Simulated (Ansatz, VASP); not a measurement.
# TiN: VASP beside Ansatz

```
Ti N
1.0
     0.00000    2.08596    2.08596
     2.08596    0.00000    2.08596
     2.08596    2.08596    0.00000
Ti N
1 1
Cartesian
  0.0000 0.0000 0.0000
  2.0860 2.0860 2.0860
```

Alike in both runs: functional LDA; k mesh 14 × 14 × 14; occupations gaussian, width 0.1 eV; no spin polarisation.

Ansatz relaxed the structure, and its values are those at the end. VASP's run is a single point on that final structure, the one shown.

|  | VASP | Ansatz |
| --- | --- | --- |
| version | VASP 6.6.1 | Ansatz 0.2.0 |
| potentials or method | VASP PAW LDA potentials, release 64 (Ti_sv, N), cutoff 520 eV | scalar-relativistic, plane waves, PAW |
| valence electrons in the cell | 17 | 17 |

VASP gave:

```
gap on the k mesh at the Fermi level (eV) : none
pressure (GPa)                            : 1.0
```

**Question.** Estimate Ansatz's values.

**Answer.** gap on the k mesh at the Fermi level (eV): none; pressure (GPa): 0.0.

Ansatz warns that its potentials were made for another functional, while VASP's fit it. LDA's correlation is that of Perdew and Zunger in VASP and of Perdew and Wang (1992) in Ansatz. A gap of «none» marks a metal or a gap that the smearing closes.
